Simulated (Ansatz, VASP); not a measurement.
BaTiO3: VASP beside Ansatz

The input POSCAR:

```
BaTiO3
1.0
    3.9940382582      0.0000000000      0.0000000000
    0.0000000000      3.9940382582      0.0000000000
    0.0000000000      0.0000000000      4.1737699798
Ba Ti O
1 1 3
Direct
    0.5000000000      0.5000000000      0.5000000000
    0.0000000000      0.0000000000      0.0000000000
    0.5000000000      0.0000000000      0.0000000000
    0.0000000000      0.5000000000      0.0000000000
    0.0000000000      0.0000000000      0.5000000000
```

INCAR.step1

```
SYSTEM = BaTiO3
  PREC = Accurate
  ENCUT = 520
  ISMEAR = 0
  SIGMA = 0.05
  LREAL = .FALSE.
  LASPH = .TRUE.
  NELM = 100
  NBANDS = 28
  GGA = PE
  ALGO = Normal
  EDIFF = 1E-4
  LWAVE = .TRUE.
  LCHARG = .FALSE.
```

INCAR.step2

```
SYSTEM = BaTiO3
  PREC = Accurate
  ENCUT = 520
  EDIFF = 1E-6
  ISMEAR = 0
  SIGMA = 0.05
  LREAL = .FALSE.
  LASPH = .TRUE.
  NELM = 100
  ALGO = Normal
  ISIF = 2
  LWAVE = .FALSE.
  LCHARG = .FALSE.
  METAGGA = R2SCAN
  LMIXTAU = .TRUE.
  NBANDS = 28
  ISTART = 1
```

The input KPOINTS:

```
Automatic mesh
0
G
  8 8 8
  0 0 0
```

Input for Ansatz:

```yaml
crystal:
  lattice:
    - [3.9940382582, 0.0, 0.0]
    - [0.0, 3.9940382582, 0.0]
    - [0.0, 0.0, 4.1737699798]
  atoms:
    - { symbol: Ba, position: [0.5, 0.5, 0.5] }
    - { symbol: Ti, position: [0.0, 0.0, 0.0] }
    - { symbol: O, position: [0.5, 0.0, 0.0] }
    - { symbol: O, position: [0.0, 0.5, 0.0] }
    - { symbol: O, position: [0.0, 0.0, 0.5] }
basis:
  ecutwfc: 500
kpoints:
  mp_grid: { grid: [8, 8, 8] }
hamiltonian:
  xc: r2scan
scf:
  occupations: { method: gaussian, width: 0.05 }
output:
  forces: true
  stress: true
  eigenvalues: true
  write_density: true
  write_potential: true
  elf: true
  volumetric_format: npy
```

Change from the starting cell: strain +0.0450 x Voigt [0, 0, 1, 0, 0, 0], atoms carried along.

Alike in both runs: task single point; functional r2SCAN; k mesh 8 × 8 × 8; occupations gaussian, width 0.05 eV; no spin polarisation.

```csv
,VASP,Ansatz
version,VASP 6.6.1,Ansatz 0.2.0
potentials or method,"VASP PAW PBE potentials, release 64 (Ba_sv, Ti_sv, O), cutoff 520 eV","scalar-relativistic, plane waves, PAW"
valence electrons in the cell,40,40
```

|  | VASP | Ansatz | Ansatz less VASP |
| --- | --- | --- | --- |
| gap on the k mesh at the Fermi level (eV) | 1.97 | 1.98 | +0.013 |
| least direct gap on the mesh (eV) | 2.19 | 2.18 | -0.016 |
| pressure (GPa) | -5.1 | -6.8 | -1.69 |
| traceless stress, the component that is largest in VASP (GPa) | -4.70 | -4.51 | +0.194 |

VASP's potentials were made for PBE, not for r2SCAN.

Spin-orbit coupling is off throughout.
